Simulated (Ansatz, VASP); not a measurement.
# Two plane-wave programs on HfN

INCAR

```
ALGO = Normal ; EDIFF = 1E-6
ENCUT = 520 ; GGA = PS
ISIF = 2 ; ISMEAR = 0
LASPH = True ; LCHARG = False
LREAL = False ; LWAVE = False
NBANDS = 14 ; NELM = 100
PREC = Accurate ; SIGMA = 0.15
```

File KPOINTS:

```
k-points
0
Gamma
  14 14 14
```

File POSCAR:

```
HfN
1.0
    0.0000000000      2.2507757578      2.2507757578
    2.2507757578      0.0000000000      2.2507757578
    2.2507757578      2.2507757578      0.0000000000
Hf N
1 1
Direct
    0.0000000000      0.0000000000      0.0000000000
    0.5000000000      0.5000000000      0.5000000000
```

Input for Ansatz:

```yaml
crystal:
  lattice:
    - [0.0, 2.2507757578, 2.2507757578]
    - [2.2507757578, 0.0, 2.2507757578]
    - [2.2507757578, 2.2507757578, 0.0]
  atoms:
    - { symbol: Hf, position: [0.0, 0.0, 0.0] }
    - { symbol: "N", position: [0.5, 0.5, 0.5] }
basis:
  ecutwfc: 420
kpoints:
  mp_grid: { grid: [14, 14, 14] }
hamiltonian:
  xc: pbesol
scf:
  occupations: { method: gaussian, width: 0.15 }
output:
  forces: true
  stress: true
  eigenvalues: true
  write_density: true
  write_potential: true
  elf: true
  volumetric_format: npy
```

Alike in both runs: task single point; functional PBEsol; k mesh 14 × 14 × 14; occupations gaussian, width 0.15 eV; no spin polarisation.

|  | VASP | Ansatz |
| --- | --- | --- |
| version | VASP 6.6.1 | Ansatz 0.2.0 |
| potentials or method | VASP PAW PBE potentials, release 64 (Hf_pv, N), cutoff 520 eV | scalar-relativistic, plane waves, PAW |
| valence electrons in the cell | 15 | 31 |

|  | VASP | Ansatz | Ansatz less VASP |
| --- | --- | --- | --- |
| gap on the k mesh at the Fermi level (eV) | none | none | - |
| pressure (GPa) | -2.1 | 0.0 | +2.18 |

VASP's potentials were made for PBE, not for PBEsol. A gap of «none» marks a metal or a gap that the smearing closes. The functional is the same, so the differences come from potentials, cutoffs and numerics. VASP's potentials hold 15 valence electrons a cell and Ansatz's 31, so a difference there can come from the potentials and not from the codes.

Neither program's run includes spin-orbit coupling.
